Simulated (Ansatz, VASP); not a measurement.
## Au in VASP and in Ansatz

INCAR

```
SYSTEM = Au
PREC = Accurate
ENCUT = 520
EDIFF = 1E-7
ISMEAR = 0
SIGMA = 0.15
LREAL = .FALSE.
LASPH = .TRUE.
NELM = 100
ALGO = Normal
ISIF = 2
LWAVE = .FALSE.
LCHARG = .FALSE.
NBANDS = 12
```

Contents of KPOINTS:

```
regular mesh
0
G
  20 20 20
  0 0 0
```

File POSCAR:

```
Au
1.0
    0.0000000000      2.1068650000      2.0455000000
    2.1068650000      0.0000000000      2.0455000000
    2.1068650000      2.1068650000      0.0000000000
Au
1
Direct
    0.0000000000      0.0000000000      0.0000000000
```

Input for Ansatz:

```yaml
crystal:
  lattice:
    - [0.0, 2.106865, 2.0455]
    - [2.106865, 0.0, 2.0455]
    - [2.106865, 2.106865, 0.0]
  atoms:
    - { symbol: Au, position: [0.0, 0.0, 0.0] }
basis:
  ecutwfc: 420
kpoints:
  mp_grid: { grid: [20, 20, 20] }
hamiltonian:
  xc: lda
scf:
  occupations: { method: gaussian, width: 0.15 }
output:
  forces: true
  stress: true
  eigenvalues: true
```

Change from the starting cell: strain +0.030 along x and y, +0.000 along z, atoms carried along.

Alike in both runs: task single point; functional LDA; k mesh 20 × 20 × 20; occupations gaussian, width 0.15 eV; no spin polarisation.

|  | VASP | Ansatz |
| --- | --- | --- |
| version | VASP 6.6.1 | Ansatz 0.2.0 |
| potentials or method | VASP PAW LDA potentials, release 64 (Au), cutoff 520 eV | scalar-relativistic, plane waves, PAW |
| valence electrons in the cell | 11 | 19 |

Ansatz gave:

* gap on the k mesh at the Fermi level (eV): none
* pressure (GPa): -13.5
* traceless stress, the component that is largest in VASP (GPa): 0.38

Which values does VASP return?

gap on the k mesh at the Fermi level (eV): none; pressure (GPa): -13.2; traceless stress, the component that is largest in VASP (GPa): 0.40.

LDA's correlation is that of Perdew and Zunger in VASP and of Perdew and Wang (1992) in Ansatz. A gap of «none» marks a metal or a gap that the smearing closes. VASP's potentials hold 11 valence electrons a cell and Ansatz's 19, so a difference there can come from the potentials and not from the codes.

Neither program's run includes spin-orbit coupling.
